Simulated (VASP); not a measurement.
# C (Fmmm) in VASP: notebook

Runs on C. Level: PBE. Tasks: single point.

Everything below comes from runs of VASP 6.6.1. Logs are shortened: lines on timing, memory, paths and dates and some standing lists are left out, and cuts for length are marked.

## Step 1: The cell of the first run

It takes space group Fmmm (No. 69, orthorhombic). The conventional cell has a = 2.456 Å, b = 4.254 Å, c = 6.696 Å, α = 90.00°, β = 90.00°, γ = 90.00°. Within 1.9 Å of C (site symmetry m2m) lie 3 C at 1.42 Å.

## Step 2: Single point, PBE

INCAR

```
PREC     = Accurate       # precision mode
ENCUT    = 520            # plane-wave cutoff, eV
EDIFF    = 1E-6           # SCF threshold, eV
ISMEAR   = -1             # smearing method
SIGMA    = 0.05           # smearing width, eV
LREAL    = False          # projectors in reciprocal space
LASPH    = True           # aspherical terms in the spheres
NELM     = 60             # most SCF steps
ALGO     = Normal         # electronic algorithm
ISIF     = 2              # what is computed and relaxed
LWAVE    = False          # write WAVECAR
LCHARG   = False          # write CHGCAR
GGA      = PE             # functional
NBANDS   = 11             # bands
```

KPOINTS

```
Automatic mesh
0
Gamma
  5 5 5
```

POSCAR

```
C
1.0
    0.0000000000      2.1270000000      3.3480000000
    1.2280000000      0.0000000000      3.3480000000
    1.2280000000      2.1270000000      0.0000000000
C
2
Direct
    0.1666700000      0.8333300000      0.1666700000
    0.8333300000      0.1666700000      0.8333300000
```

Potentials or basis: VASP PAW PBE potentials, release 64 (C).

Command:

```console
cat potpaw_PBE.64/C/POTCAR > POTCAR
mpirun -np 1 vasp_std > vasp.out
```

OUTCAR:

```text
PREC = Accurate
   ENCUT = 520
   EDIFF = 1E-6
   ISMEAR = -1
   LREAL = False
   LASPH = True
   NELM = 60
   ISIF = 2
   GGA = PE

 ion  position               nearest neighbor table
   1  0.167  0.833  0.167-   2 1.42   2 1.42   2 1.42
   2  0.833  0.167  0.833-   1 1.42   1 1.42   1 1.42

  LATTYP: Found a face centered orthorhombic cell.
 ALAT       =     2.4560000000
 B/A-ratio  =     1.7320846906
 C/A-ratio  =     2.7263843648

  Lattice vectors:

 A1 = (   0.0000000000,   2.1270000000,   3.3480000000)
 A2 = (   1.2280000000,   0.0000000000,   3.3480000000)
 A3 = (   1.2280000000,   2.1270000000,   0.0000000000)

Analysis of symmetry for initial positions (statically):
=====================================================================
 Subroutine PRICEL returns:
 Original cell was already a primitive cell.

 Routine SETGRP: Setting up the symmetry group for a
 face centered orthorhombic supercell.

 Subroutine GETGRP returns: Found  8 space group operations
 (whereof  8 operations were pure point group operations)
 out of a pool of  8 trial point group operations.

The static configuration has the point symmetry D_2h.

Analysis of symmetry for dynamics (positions and initial velocities):
=====================================================================
 Subroutine PRICEL returns:
 Original cell was already a primitive cell.

 Routine SETGRP: Setting up the symmetry group for a
 face centered orthorhombic supercell.

 Subroutine GETGRP returns: Found  8 space group operations
 (whereof  8 operations were pure point group operations)
 out of a pool of  8 trial point group operations.

The dynamic configuration has the point symmetry D_2h.

 Subroutine INISYM returns: Found  8 space group operations
 (whereof  8 operations are pure point group operations),
 and found     1 'primitive' translations

----------------------------------------------------------------------------------------

                                     Primitive cell

  volume of cell :      17.4897

  direct lattice vectors                    reciprocal lattice vectors
     0.000000000  2.127000000  3.348000000    -0.407166124  0.235072873  0.149342891
     1.228000000  0.000000000  3.348000000     0.407166124 -0.235072873  0.149342891
     1.228000000  2.127000000  0.000000000     0.407166124  0.235072873 -0.149342891

  length of vectors
     3.966513961  3.566102635  2.456036034     0.493301943  0.493301943  0.493301943

  position of ions in fractional coordinates (direct lattice)
     0.166670000  0.833330000  0.166670000
     0.833330000  0.166670000  0.833330000

  ion indices of the primitive-cell ions
   primitive index   ion index
                 1           1
                 2           2

----------------------------------------------------------------------------------------

 KPOINTS: Automatic mesh

Automatic generation of k-mesh.
 Grid dimensions read from file:
 generate k-points for:    5    5    5

 Generating k-lattice:

  Cartesian coordinates                     Fractional coordinates (reciprocal lattice)
    -0.081433225  0.047014575  0.029868578     0.200000000  0.000000000  0.000000000
     0.081433225 -0.047014575  0.029868578     0.000000000  0.200000000  0.000000000
     0.081433225  0.047014575 -0.029868578     0.000000000  0.000000000  0.200000000

  Length of vectors
     0.098660389  0.098660389  0.098660389

  Shift w.r.t. Gamma in fractional coordinates (k-lattice)
     0.000000000  0.000000000  0.000000000

 Subroutine IBZKPT returns following result:
 ===========================================

 Found     27 irreducible k-points:

 Following reciprocal coordinates:
            Coordinates               Weight
  0.000000  0.000000  0.000000      1.000000
  0.200000  0.000000 -0.000000      8.000000
  0.400000  0.000000  0.000000      8.000000
  0.200000  0.200000  0.000000      2.000000
  0.400000  0.200000  0.000000      8.000000
 -0.400000  0.200000  0.000000      8.000000
[... 16 lines left out ...]
 -0.400000  0.000000  0.400000      4.000000
 -0.400000  0.200000  0.400000      4.000000
 [... further k-points ...]
   k-points           NKPTS =     27   k-points in BZ     NKDIM =     27   number of bands    NBANDS=     11
   number of dos      NEDOS =    301   number of ions     NIONS =      2
   total plane-waves  NPLWV =  15120
   dimension x,y,z NGX =    30 NGY =   28 NGZ =   18
   dimension x,y,z NGXF=    60 NGYF=   56 NGZF=   36
   ions per type =               2
   NGX,Y,Z   is equivalent  to a cutoff of  12.57, 13.05, 12.18 a.u.
   NGXF,Y,Z  is equivalent  to a cutoff of  25.15, 26.11, 24.37 a.u.
 SYSTEM =  unknown system
   PREC   = accura    normal or accurate (medium, high low for compatibility)
   ISTART =      0    job   : 0-new  1-cont  2-samecut
   ICHARG =      2    charge: 1-file 2-atom 10-const
   ISPIN  =      1    spin polarized calculation?
   LNONCOLLINEAR =      F non collinear calculations
   LSORBIT =      F    spin-orbit coupling
   LASPH  =      T    aspherical Exc in radial PAW
   ENCUT  =  520.0 eV  38.22 Ry    6.18 a.u.   7.38  6.63  4.57*2*pi/ulx,y,z
   NELM   =     60;   NELMIN=  2; NELMDL= -5     # of ELM steps
   EDIFF  = 0.1E-05   stopping-criterion for ELM
   LREAL  =      F    real-space projection
   EDIFFG = 0.1E-04   stopping-criterion for IOM
   NSW    =      0    number of steps for IOM
   IBRION =     -1    ionic relax: 0-MD 1-quasi-New 2-CG
   NFREE  =      0    steps in history (QN), initial steepest desc. (CG)
   ISIF   =      2    stress and relaxation
   ISYM   =      2    0-nonsym 1-usesym 2-fastsym
   POTIM  = 0.5000    time-step for ionic-motion
   TEBEG  =    0.0;   TEEND  =   0.0 temperature during run
   PSTRESS=    0.0 pullay stress
   NELECT =       8.0000    total number of electrons
   NUPDOWN=      -1.0000    fix difference up-down
   EMIN   =  10.00;   EMAX   =-10.00  energy-range for DOS
   EFERMI =   0.00;   METHOD = LEGACY
   ISMEAR =    -1;   SIGMA  =   0.05  broadening in eV -4-tet -1-fermi 0-gaus
   EFERMI_NEDOS =   21; number of points for ismear=-14 and -15
   IALGO  =     38    algorithm
   IMIX   =      4    mixing-type and parameters
     AMIX     =   0.40;   BMIX     =  1.00
     AMIX_MAG =   1.60;   BMIX_MAG =  1.00
  volume/ion in A,a.u.               =       8.74        59.01
  Fermi-wavevector in a.u.,A,eV,Ry     =   1.261376  2.383654 21.647797  1.591068
  Thomas-Fermi vector in A             =   2.394838
   LORBIT       =      0    0 simple, 1 ext, 2 COOP (PROOUT), +10 PAW based schemes
   GGA     = PE    functional components
   LHFCALC =     F    Hartree Fock is set to
   AEXX    =    0.0000 exact exchange contribution
   IVDW    =     0    specifies the selected vdW correction
   LEPSILON=     F    determine dielectric tensor
   LRPA    =     F    only Hartree local field effects (RPA)
 non-spin polarized calculation
  energy-cutoff  :      520.00
  volume of cell :       17.49
 maximum number of plane-waves:       499
 NGX is ok and might be reduce to    30
   NGX = 15   NGY = 13   NGZ =  9

 number of electron       8.0000000 magnetization

 Free energy of the ion-electron system (eV)
  ---------------------------------------------------
  ext. energy  EPLUGINS =         0.00000000
  ---------------------------------------------------
  free energy    TOTEN  =       -18.39572148 eV

  energy without entropy =      -18.39572148  energy(sigma->0) =      -18.39572148

 E-fermi :   4.7924     XC(G=0): -10.3572

 val. band max:        3.8558381234   @ k =  -0.4000   0.0000   0.4000
 cond. band min:       5.6890786059   @ k =   0.0000   0.4000   0.4000
 fundamental gap:      1.8332404825
 Fermi energy:         4.7923913150

 k-point     1 :       0.0000    0.0000    0.0000
  band No.  band energies     occupation
      1     -14.9740      2.00000
      2      -1.8450      2.00000
      3       1.7588      2.00000
      4       1.7868      2.00000
      5       9.0239      0.00000
      6      13.1692      0.00000
      7      13.2393      0.00000
      8      16.2938      0.00000
      9      17.6377      0.00000
     10      27.5460      0.00000
     11      30.5437      0.00000

 k-point     2 :       0.2000    0.0000   -0.0000
  band No.  band energies     occupation
      1     -13.9911      2.00000
      2      -1.3169      2.00000
      3      -0.9873      2.00000
      4       0.2589      2.00000
      5      10.6431      0.00000
      6      13.1641      0.00000
      7      13.2391      0.00000
      8      16.7249      0.00000
      9      19.5317      0.00000
     10      25.1665      0.00000
     11      29.2558      0.00000

 k-point     3 :       0.4000    0.0000    0.0000
  band No.  band energies     occupation
      1     -11.1479      2.00000
      2      -6.5549      2.00000
      3      -1.4155      2.00000
      4       1.4673      2.00000
      5       7.7938      0.00000
      6      12.3875      0.00000
      7      15.1810      0.00000
      8      20.2789      0.00000
      9      23.3223      0.00000
     10      23.7415      0.00000
     11      26.7990      0.00000

 k-point     4 :       0.2000    0.2000    0.0000
  band No.  band energies     occupation
      1     -14.8733      2.00000
      2      -2.6243      2.00000
      3       1.7631      2.00000
      4       1.7740      2.00000
      5      10.8202      0.00000
      6      13.1809      0.00000
      7      13.2031      0.00000
      8      16.3457      0.00000
      9      17.5880      0.00000
     10      27.4032      0.00000
     11      28.5725      0.00000
[... 239 lines left out ...]
 k-point    22 :       0.4000    0.0000    0.4000
  band No.  band energies     occupation
      1     -11.2293      2.00000
      2      -6.6598      2.00000
      3      -1.3860      2.00000
      4       2.1286      2.00000
      5       8.6328      0.00000
      6      12.5646      0.00000
      7      13.7141      0.00000
      8      18.7164      0.00000
      9      23.3588      0.00000
     10      23.4314      0.00000
     11      25.2871      0.00000

 k-point    23 :      -0.4000    0.0000    0.4000
  band No.  band energies     occupation
      1      -8.9982      2.00000
      2      -8.0142      2.00000
      3      -4.0519      2.00000
      4       3.8558      2.00000
      5       6.3613      0.00000
      6      15.9007      0.00000
      7      16.4882      0.00000
      8      16.8713      0.00000
      9      18.9463      0.00000
     10      23.5293      0.00000
     11      27.8411      0.00000

 k-point    24 :      -0.4000    0.2000    0.4000
  band No.  band energies     occupation
      1     -11.1490      2.00000
      2      -6.6062      2.00000
      3      -1.4051      2.00000
      4       1.5011      2.00000
      5       8.1417      0.00000
      6      12.4501      0.00000
      7      15.1875      0.00000
      8      19.4629      0.00000
      9      23.3312      0.00000
     10      24.1050      0.00000
     11      26.1285      0.00000

 [... further k-points ...]
[... 5 lines left out ...]
  --------------------------------------------------------------------------------------
  -------------------------------------------------------------------------------------
  Total        0.6371084      0.6820598      0.3733884      0.0000000      0.0000000      0.0000000
  in kB       58.3636686     62.4815415     34.2050408      0.0000000      0.0000000      0.0000000
  external PRESSURE =      51.6834170 kB  Pullay stress =       0.0000000 kB

 VOLUME and BASIS-vectors are now :
 -----------------------------------------------------------------------------
  energy-cutoff  :      520.00
  volume of cell :       17.49
      direct lattice vectors                 reciprocal lattice vectors
     0.000000000  2.127000000  3.348000000    -0.407166124  0.235072873  0.149342891
     1.228000000  0.000000000  3.348000000     0.407166124 -0.235072873  0.149342891
     1.228000000  2.127000000  0.000000000     0.407166124  0.235072873 -0.149342891

 POSITION                                       TOTAL-FORCE (eV/Angst)
 -----------------------------------------------------------------------------------
      1.22800      0.70901      3.34800         0.000000      0.068806      0.000000
      1.22800      3.54499      3.34800         0.000000     -0.068806      0.000000
 -----------------------------------------------------------------------------------
    total drift:                               -0.000000     -0.000000     -0.000000

  FREE ENERGIE OF THE ION-ELECTRON SYSTEM (eV)
  ---------------------------------------------------
  free  energy   TOTEN  =       -18.3957214808 eV

  energy  without entropy=      -18.3957214799  energy(sigma->0) =      -18.39572148
```

It took 3 s on 1 thread of Intel Xeon 6975P-C (Granite Rapids), shared host; peak memory 0.13 GiB.

Results:

```
Free energy            : -18.3957 eV
Pressure               : 5.2 GPa
Largest force          : 0.069 eV/Å
Band gap on the k mesh : 1.83 eV, indirect (least direct gap 2.51 eV)
```

Forces in eV/Å, atoms in the order of the input:
```
C    0.000  0.069  0.000
C    0.000 -0.069  0.000
```

Caveat: the k points lie up to 0.62 Å⁻¹ apart.

## Step 3: Single point, PBE

INCAR

```
SYSTEM = C
PREC     = Accurate       ! precision mode
ENCUT    = 520            ! plane-wave cutoff, eV
EDIFF    = 1E-7           ! SCF threshold, eV
ISMEAR   = -1             ! smearing method
SIGMA    = 0.05           ! smearing width, eV
LREAL    = .FALSE.        ! projectors in reciprocal space
LASPH    = .TRUE.         ! aspherical terms in the spheres
NELM     = 80             ! most SCF steps
ALGO     = Normal         ! electronic algorithm
ISIF     = 2              ! what is computed and relaxed
LWAVE    = .FALSE.        ! write WAVECAR
LCHARG   = .FALSE.        ! write CHGCAR
GGA      = PE             ! functional
NBANDS   = 11             ! bands
```

KPOINTS

```
regular mesh
0
G
  9 9 9
  0 0 0
```

POSCAR is that of step 2.

Potentials or basis: VASP PAW PBE potentials, release 64 (C).

Command:

```console
cat potpaw_PBE.64/C/POTCAR > POTCAR
mpirun -np 1 vasp_std > vasp.out
```

Wall time 13 s (1 thread of Intel Xeon 6975P-C (Granite Rapids), shared host); peak memory 0.14 GiB.

Results (log left out):

```
Free energy            : -18.4094 eV
Pressure               : 5.1 GPa
Largest force          : 0.023 eV/Å
Band gap on the k mesh : 0.16 eV, indirect (the least direct gap lies 1.0 meV higher)
```

Forces on the atoms (eV/Å):
```
C    0.000  0.023  0.000
C    0.000 -0.023  0.000
```

Stress tensor (GPa, compression positive):
```
6.02 0.00 0.00
0.00 5.65 0.00
0.00 0.00 3.54
```

Levels at points of the mesh, in eV from the valence-band top:
```
           k point  band 1  band 2  band 3  band 4  band 5  band 6  band 7  band 8
(0.00, 0.00, 0.00)  -19.63   -6.50   -2.90   -2.87    4.38    8.52    8.59   11.64
```

A k mesh can miss the band edges.

## Step 4: Single point, PBE

Edit INCAR of step 3 so:

```diff
@@ -8,3 +8,3 @@
 LASPH    = .TRUE.         ! aspherical terms in the spheres
-NELM     = 80             ! most SCF steps
+NELM     = 100            ! most SCF steps
 ALGO     = Normal         ! electronic algorithm
@@ -12,4 +12,6 @@
 LWAVE    = .FALSE.        ! write WAVECAR
-LCHARG   = .FALSE.        ! write CHGCAR
+LCHARG   = .TRUE.         ! write CHGCAR
 GGA      = PE             ! functional
+LELF     = .TRUE.         ! ELF
+LVHAR    = .TRUE.       
 NBANDS   = 11             ! bands
```

KPOINTS

```
Automatic mesh
0
G
  14 14 14
  0 0 0
```

POSCAR is that of step 3.

Command:

```console
cat potpaw_PBE.64/C/POTCAR > POTCAR
mpirun -np 1 vasp_std > vasp.out
```

It took 40 s on 1 thread of Intel Xeon 6975P-C (Granite Rapids), shared host; peak memory 0.18 GiB.

The run converged. Its results:

- Free energy: -18.4160 eV
- Pressure: 5.1 GPa
- Largest force: 0.030 eV/Å
- Band gap on the k mesh: 0.36 eV, indirect (least direct gap 0.44 eV)

Forces in eV/Å, atoms in the order of the input:
```
C    0.000  0.030  0.000
C    0.000 -0.030  0.000
```

Stress tensor (GPa, compression positive):
```
5.62 0.00 0.00
0.00 5.61 0.00
0.00 0.00 3.95
```

Levels at points of the mesh, in eV from the valence-band top:
```
           k point  band 2  band 3  band 4  band 5  band 6  band 7
(0.00, 0.00, 0.00)   -6.73   -3.12   -3.10    4.15    8.29    8.36
(0.50, 0.00, 0.00)  -13.40   -6.53   -2.49    1.54    7.39   12.49
(0.50, 0.50, 0.00)   -8.71   -3.13   -3.11    8.25    8.32   10.47
(0.50, 0.00, 0.50)  -13.49   -6.50   -1.72    2.40    7.60   11.13
(0.00, 0.50, 0.50)  -13.31   -6.56   -3.17    0.84    7.20   13.79
```

(Part 1 of 2 ends here.)
